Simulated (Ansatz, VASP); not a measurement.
**Os in VASP and in Ansatz**

```
Os
1.0
     0.00000    1.88922    1.88922
     1.88922    0.00000    1.88922
     1.88922    1.88922    0.00000
Os
1
Direct
  0.00000 0.00000 0.00000
```

Change from the starting cell: volume scaled by 0.9405.

Alike in both runs: task single point; functional PBE; k mesh 17 × 17 × 17; occupations fermi-dirac, width 0.05 eV; no spin polarisation.

|  | VASP | Ansatz |
| --- | --- | --- |
| version | VASP 6.6.1 | Ansatz 0.2.0 |
| potentials or method | VASP PAW PBE potentials, release 64 (Os), cutoff 520 eV | all-electron LAPW, scalar-relativistic |

Ansatz gave:

```
pressure (GPa) : 27.6
```

Q: Which values does VASP return?

A: Pressure (GPa): 28.2.

Ansatz ran all-electron here, and VASP with PAW potentials.

Spin-orbit coupling is off throughout.
